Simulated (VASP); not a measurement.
Write the native input for VASP 6.6.1 that does the following.

```
Task                   : single point
Functional             : LDA
Potentials or basis    : VASP PAW LDA potentials, release 64 (V_sv)
Cutoff                 : 520 eV
k mesh                 : 15 × 15 × 15
Occupations            : fermi-dirac, width 0.08 eV
Spin                   : collinear spin, ferromagnetic start
Starting moments       : [2.0] μB
Dipole correction      : no
Further INCAR settings : ALGO = Normal; EDIFF = 1e-06; NBANDS = 16
```

The structure of V lies in POSCAR:

```
V
1.0
   -1.5143500000      1.5143500000      1.5143500000
    1.5143500000     -1.5143500000      1.5143500000
    1.5143500000      1.5143500000     -1.5143500000
V
1
Direct
    0.0000000000      0.0000000000      0.0000000000
```

The input as run:

INCAR

```
SYSTEM = V
  PREC = Accurate
  ENCUT = 520
  EDIFF = 1E-6
  ISMEAR = -1
  SIGMA = 0.08
  LREAL = .FALSE.
  LASPH = .TRUE.
  NELM = 150
  ALGO = Normal
  ISIF = 2
  LWAVE = .FALSE.
  LCHARG = .FALSE.
  ISPIN = 2
  MAGMOM = 2
  LORBIT = 11
  LMAXMIX = 4
  GGA = CA
  NBANDS = 16
```

KPOINTS

```
Automatic mesh
0
G
  15 15 15
  0 0 0
```

Potentials or basis: VASP PAW LDA potentials, release 64 (V_sv).

The run is started by

```bash
$ cat potpaw_LDA.64/V_sv/POTCAR > POTCAR
$ mpirun -np 1 vasp_std > vasp.out
```

It gave:

* Pressure: -17.4 GPa
* Net moment: 0.00 μB per cell
* Valence electrons inside the program's atomic spheres: V 11.63

Run time: 32 s on 1 thread of Intel Xeon 6975P-C (shared host), peak memory 0.15 GiB.
